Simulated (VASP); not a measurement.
# GaP (F-43m) in VASP: G0W0 quasiparticle levels with PBE

Aim: the G0W0 quasiparticle levels of GaP with PBE.

All numbers are computed with VASP 6.6.1; they aren't measurements. Logs are shortened: lines on timing, memory, paths and dates and some standing lists are left out, and cuts for length are marked.

## Step 1: The cell of the first run

The structure is cubic, space group F-43m (No. 216). The conventional cell has a = 5.369 Å, b = 5.369 Å, c = 5.369 Å, α = 90.00°, β = 90.00°, γ = 90.00°. Within 3.1 Å of Ga (site symmetry -43m) lie 4 P at 2.32 Å. Within 3.1 Å of P (site symmetry -43m) lie 4 Ga at 2.32 Å.

## Step 2: G0W0 quasiparticle levels, PBE

Input file POSCAR:

```
GaP
1.0
    0.0000000000      2.6845183053      2.6845183053
    2.6845183053      0.0000000000      2.6845183053
    2.6845183053      2.6845183053      0.0000000000
Ga P
1 1
Direct
    0.0000000000      0.0000000000      0.0000000000
    0.2500000000      0.2500000000      0.2500000000
```

Input file INCAR.step1:

```
PREC = Accurate ; ENCUT = 500
EDIFF = 1E-8 ; ISMEAR = 0
SIGMA = 0.01 ; LREAL = F
LASPH = T ; NELM = 100
ALGO = Normal ; LWAVE = T
LCHARG = F ; GGA = PE
```

Input file INCAR.step2:

```
PREC = Accurate ; ENCUT = 500
EDIFF = 1E-8 ; ISMEAR = 0
SIGMA = 0.01 ; LREAL = F
LASPH = T ; NELM = 1
ALGO = Exact ; LWAVE = T
LCHARG = F ; GGA = PE
NBANDS = 170 ; LOPTICS = T
ISTART = 1
```

Input file INCAR.step3:

```
PREC = Accurate ; ENCUT = 500
EDIFF = 1E-8 ; ISMEAR = 0
SIGMA = 0.01 ; LREAL = F
LASPH = T ; ALGO = EVGW0
LWAVE = F ; LCHARG = F
GGA = PE ; NELMGW = 1
NBANDS = 170 ; ENCUTGW = 150.0
NOMEGA = 96 ; PRECFOCK = Fast
ISTART = 1 ; NBANDSGW = 17
OMEGAMAX = 20
```

Input file KPOINTS:

```
Automatic mesh
0
Gamma
  4 4 4
```

Potentials or basis: VASP PAW PBE potentials, release 64 (Ga_d_GW, P_GW).

Launch:

```
> cat potpaw_PBE.64/Ga_d_GW/POTCAR potpaw_PBE.64/P_GW/POTCAR > POTCAR
> cp INCAR.step1 INCAR
> mpirun -np 1 vasp_std > vasp.out
> cp INCAR.step2 INCAR
> mpirun -np 1 vasp_std > vasp.out
> cp INCAR.step3 INCAR
> mpirun -np 1 vasp_std > vasp.out
```

OUTCAR:

```text
PREC = Accurate
   ENCUT = 500
   EDIFF = 1E-8
   ISMEAR = 0
   LREAL = F
   LASPH = T
   GGA = PE
   NELMGW = 1
   ENCUTGW = 150.0
   PRECFOCK = Fast
   ISTART = 1

 ion  position               nearest neighbor table
   1  0.000  0.000  0.000-   2 2.32   2 2.32   2 2.32   2 2.32
   2  0.250  0.250  0.250-   1 2.32   1 2.32   1 2.32   1 2.32

  LATTYP: Found a face centered cubic cell.
 ALAT       =     5.3690366106

  Lattice vectors:

 A1 = (   0.0000000000,   2.6845183053,   2.6845183053)
 A2 = (   2.6845183053,   0.0000000000,   2.6845183053)
 A3 = (   2.6845183053,   2.6845183053,   0.0000000000)

Analysis of symmetry for initial positions (statically):
=====================================================================
 Subroutine PRICEL returns:
 Original cell was already a primitive cell.

 Routine SETGRP: Setting up the symmetry group for a
 face centered cubic supercell.

 Subroutine GETGRP returns: Found 24 space group operations
 (whereof 24 operations were pure point group operations)
 out of a pool of 48 trial point group operations.

The static configuration has the point symmetry T_d .

Analysis of symmetry for dynamics (positions and initial velocities):
=====================================================================
 Subroutine PRICEL returns:
 Original cell was already a primitive cell.

 Routine SETGRP: Setting up the symmetry group for a
 face centered cubic supercell.

 Subroutine GETGRP returns: Found 24 space group operations
 (whereof 24 operations were pure point group operations)
 out of a pool of 48 trial point group operations.

The dynamic configuration has the point symmetry T_d .

 Subroutine INISYM returns: Found 24 space group operations
 (whereof 24 operations are pure point group operations),
 and found     1 'primitive' translations

----------------------------------------------------------------------------------------

                                     Primitive cell

  volume of cell :      38.6927

  direct lattice vectors                    reciprocal lattice vectors
     0.000000000  2.684518305  2.684518305    -0.186253154  0.186253154  0.186253154
     2.684518305  0.000000000  2.684518305     0.186253154 -0.186253154  0.186253154
     2.684518305  2.684518305  0.000000000     0.186253154  0.186253154 -0.186253154

  length of vectors
     3.796482196  3.796482196  3.796482196     0.322599925  0.322599925  0.322599925

  position of ions in fractional coordinates (direct lattice)
     0.000000000  0.000000000  0.000000000
     0.250000000  0.250000000  0.250000000

  ion indices of the primitive-cell ions
   primitive index   ion index
                 1           1
                 2           2

----------------------------------------------------------------------------------------

 KPOINTS: Automatic mesh

Automatic generation of k-mesh.
 Grid dimensions read from file:
 generate k-points for:    4    4    4

 Generating k-lattice:

  Cartesian coordinates                     Fractional coordinates (reciprocal lattice)
    -0.046563288  0.046563288  0.046563288     0.250000000  0.000000000  0.000000000
     0.046563288 -0.046563288  0.046563288     0.000000000  0.250000000  0.000000000
     0.046563288  0.046563288 -0.046563288     0.000000000  0.000000000  0.250000000

  Length of vectors
     0.080649981  0.080649981  0.080649981

  Shift w.r.t. Gamma in fractional coordinates (k-lattice)
     0.000000000  0.000000000  0.000000000

 Subroutine IBZKPT returns following result:
 ===========================================

 Found      8 irreducible k-points:

 Following reciprocal coordinates:
            Coordinates               Weight
  0.000000  0.000000  0.000000      1.000000
  0.250000  0.000000  0.000000      8.000000
  0.500000  0.000000  0.000000      4.000000
  0.250000  0.250000  0.000000      6.000000
  0.500000  0.250000  0.000000     24.000000
 -0.250000  0.250000  0.000000     12.000000
  0.500000  0.500000  0.000000      3.000000
 -0.250000  0.500000  0.250000      6.000000
   k-points           NKPTS =      8   k-points in BZ     NKDIM =     64   number of bands    NBANDS=    170
   number of dos      NEDOS =    301   number of ions     NIONS =      2
   total plane-waves  NPLWV =  21952
   dimension x,y,z NGX =    28 NGY =   28 NGZ =   28
   dimension x,y,z NGXF=    56 NGYF=   56 NGZF=   56
   ions per type =               1   1
   NGX,Y,Z   is equivalent  to a cutoff of  12.26, 12.26, 12.26 a.u.
   NGXF,Y,Z  is equivalent  to a cutoff of  24.52, 24.52, 24.52 a.u.
 SYSTEM =  unknown system
   PREC   = accura    normal or accurate (medium, high low for compatibility)
   ISTART =      1    job   : 0-new  1-cont  2-samecut
   ICHARG =      0    charge: 1-file 2-atom 10-const
   ISPIN  =      1    spin polarized calculation?
   LNONCOLLINEAR =      F non collinear calculations
   LSORBIT =      F    spin-orbit coupling
   LASPH  =      T    aspherical Exc in radial PAW
   ENCUT  =  500.0 eV  36.75 Ry    6.06 a.u.   6.92  6.92  6.92*2*pi/ulx,y,z
   NELM   =     60;   NELMIN=  2; NELMDL=  0     # of ELM steps
   EDIFF  = 0.1E-07   stopping-criterion for ELM
   LREAL  =      F    real-space projection
   EDIFFG = 0.1E-06   stopping-criterion for IOM
   NSW    =      0    number of steps for IOM
   IBRION =     -1    ionic relax: 0-MD 1-quasi-New 2-CG
   NFREE  =      0    steps in history (QN), initial steepest desc. (CG)
   ISIF   =      0    stress and relaxation
   ISYM   =      3    0-nonsym 1-usesym 2-fastsym
   POTIM  = 0.5000    time-step for ionic-motion
   TEBEG  =    0.0;   TEEND  =   0.0 temperature during run
   PSTRESS=    0.0 pullay stress
   NELECT =      18.0000    total number of electrons
   NUPDOWN=      -1.0000    fix difference up-down
   EMIN   =  10.00;   EMAX   =-10.00  energy-range for DOS
   EFERMI =   0.00;   METHOD = LEGACY
   ISMEAR =     0;   SIGMA  =   0.01  broadening in eV -4-tet -1-fermi 0-gaus
   EFERMI_NEDOS =   21; number of points for ismear=-14 and -15
   IALGO  =     38    algorithm
   IMIX   =      4    mixing-type and parameters
     AMIX     =   0.40;   BMIX     =  1.00
     AMIX_MAG =   1.60;   BMIX_MAG =  1.00
  volume/ion in A,a.u.               =      19.35       130.56
  Fermi-wavevector in a.u.,A,eV,Ry     =   1.268497  2.397111 21.892911  1.609084
  Thomas-Fermi vector in A             =   2.401588
   LORBIT       =      0    0 simple, 1 ext, 2 COOP (PROOUT), +10 PAW based schemes
   GGA     = PE    functional components
   LHFCALC =     T    Hartree Fock is set to
   PRECFOCK=fast      Normal, Fast or Accurate (Low or Medium for compatibility)
   ENCUT4O =  -1.0   cutoff for four orbital integrals eV
   NKREDX  =     1    reduce k-point grid by
   NKREDY  =     1    reduce k-point grid by
   NKREDZ  =     1    reduce k-point grid by
   AEXX    =    1.0000 exact exchange contribution
   HFSCREEN=    0.0000 screening length (either q_TF or 0.3 A-1)
   HFSCREENC=   0.0000 screening length for correlation (either q_TF or 0.3 A-1)
   ENCUTFOCK=  -1.0 apply spherical cutoff to Coloumb kernel
   IVDW    =     0    specifies the selected vdW correction
   LEPSILON=     F    determine dielectric tensor
   LRPA    =     F    only Hartree local field effects (RPA)
   LRPAFORCE           =     F    calculate RPA forces
   ENCUTGW             = 150.0    cutoff for response function in eV
   ENCUTGWSOFT         = 120.0    soft cutoff for Coulomb kernel in GW response function in eV
   ENCUTLF             =  -1.0    cutoff for local field effects
   NELMGW              =     1    number of iterations in solving QP/BSE equation
   NELMHF              =     1    number of iterations in the inner HF iteration
   NKREDLFX            =     1    NKREDLFY  =   1   NKREDLFZ  =   1
 non-spin polarized calculation
 Gauss-broadening in eV      SIGMA  =   0.01
  energy-cutoff  :      500.00
  volume of cell :       38.69
 maximum number of plane-waves:       992
  NGX = 16; NGY = 16; NGZ = 16
   NGX = 13   NGY = 13   NGZ = 13
 maximum number of plane-waves:       169

 QP shifts <psi_nk| G(iteration)W_0 |psi_nk>: iteration 1
 for sc-GW calculations column KS-energies equals QP-energies in previous step
 and V_xc(KS)=  KS-energies - (<T + V_ion + V_H > + <T+V_H+V_ion>^1  + <V_x>^1)

 k-point   1 :       0.0000    0.0000    0.0000
  band No.  KS-energies  QP-energies   sigma(KS)   V_xc(KS)     V^pw_x(r,r')   Z            occupation Imag(sigma)

      1      -9.8085     -12.1627     -25.0718     -21.6622     -34.9726       0.6905       2.0000       0.1702
      2      -9.8085     -12.1627     -25.0718     -21.6622     -34.9726       0.6905       2.0000       0.1702
      3      -9.8085     -12.1627     -25.0718     -21.6622     -34.9726       0.6905       2.0000       0.1702
      4      -9.6960     -12.0897     -25.2525     -21.8001     -35.1263       0.6933       2.0000       0.1361
      5      -9.6960     -12.0897     -25.2525     -21.8001     -35.1263       0.6933       2.0000       0.1361
      6      -7.9856      -8.5541     -12.2996     -11.4362     -18.8350       0.6584       2.0000       1.0017
[... 9 lines left out ...]
     16      14.6271      14.8626     -10.7200     -11.0358      -5.1481       0.7460       0.0000      -0.2300
     17      17.4183      17.2758      -8.5909      -8.4021      -2.5244       0.7549       0.0000      -0.4627

 k-point   2 :       0.2500    0.0000    0.0000
  band No.  KS-energies  QP-energies   sigma(KS)   V_xc(KS)     V^pw_x(r,r')   Z            occupation Imag(sigma)

      1      -9.8615     -12.1507     -24.7143     -21.3823     -34.5557       0.6870       2.0000       0.1958
      2      -9.7919     -12.1504     -25.1068     -21.6927     -35.0108       0.6908       2.0000       0.1683
      3      -9.7919     -12.1504     -25.1068     -21.6927     -35.0108       0.6908       2.0000       0.1683
      4      -9.6948     -12.0900     -25.2536     -21.8023     -35.1311       0.6940       2.0000       0.1358
      5      -9.6948     -12.0900     -25.2536     -21.8023     -35.1311       0.6940       2.0000       0.1358
      6      -7.1612      -7.7726     -12.7494     -11.8586     -19.0985       0.6863       2.0000       0.9294
[... 9 lines left out ...]
     16      14.9000      14.7427      -8.3085      -8.1028      -2.5709       0.7648       0.0000      -0.3133
     17      18.2434      18.2319      -9.3469      -9.3314      -3.0428       0.7482       0.0000      -0.5388

 k-point   3 :       0.5000    0.0000    0.0000
  band No.  KS-energies  QP-energies   sigma(KS)   V_xc(KS)     V^pw_x(r,r')   Z            occupation Imag(sigma)
[... 85 lines left out ...]
      1      -9.9434     -12.1943     -24.5188     -21.2346     -34.3445       0.6854       2.0000       0.2120
      2      -9.7392     -12.1086     -25.1064     -21.6760     -34.9589       0.6907       2.0000       0.1439
      3      -9.7335     -12.1165     -25.2386     -21.8105     -35.1652       0.6951       2.0000       0.1633
      4      -9.7335     -12.1165     -25.2386     -21.8105     -35.1652       0.6951       2.0000       0.1633
      5      -9.6712     -12.0771     -25.2958     -21.8463     -35.1899       0.6975       2.0000       0.1329
      6      -4.7981      -5.3720     -13.6299     -12.7990     -19.3176       0.6907       2.0000       0.6455
[... 9 lines left out ...]
     16      17.9567      18.0783     -11.0963     -11.2569      -4.7390       0.7571       0.0000      -0.5496
     17      17.9567      18.0783     -11.0963     -11.2569      -4.7390       0.7571       0.0000      -0.5496

 k-point   8 :      -0.2500    0.5000    0.2500
  band No.  KS-energies  QP-energies   sigma(KS)   V_xc(KS)     V^pw_x(r,r')   Z            occupation Imag(sigma)

      1      -9.9221     -12.1640     -24.5270     -21.2500     -34.3584       0.6841       2.0000       0.2126
      2      -9.7647     -12.1404     -25.1740     -21.7474     -35.0844       0.6933       2.0000       0.1632
      3      -9.7410     -12.1123     -25.1855     -21.7616     -35.0943       0.6926       2.0000       0.1603
      4      -9.7141     -12.0974     -25.2161     -21.7728     -35.0956       0.6922       2.0000       0.1410
      5      -9.6864     -12.0802     -25.2582     -21.8108     -35.1422       0.6944       2.0000       0.1344
      6      -4.6877      -5.2777     -13.8554     -13.0061     -19.5465       0.6947       2.0000       0.6320
[... 9 lines left out ...]
     16      18.8216      19.1002     -10.9973     -11.3706      -4.0958       0.7465       0.0000      -0.6505
     17      19.0220      19.0672     -10.3517     -10.4114      -3.7911       0.7561       0.0000      -0.6437
```

Run time: 1.8 min. Hardware: 1 thread of Intel Xeon 6975P-C (Granite Rapids), shared host; peak memory 0.42 GiB.

Results:

- Quasiparticle gap: 2.05 eV
- Least direct quasiparticle gap: 3.13 eV
- Band gap of the starting levels on the mesh: 1.53 eV
- Least direct gap of the starting levels on the mesh: 2.19 eV

Caveat: the k points lie up to 0.51 Å⁻¹ apart; bands, screening cutoff and mesh are small and nothing is extrapolated, so the quasiparticle values aren't converged.
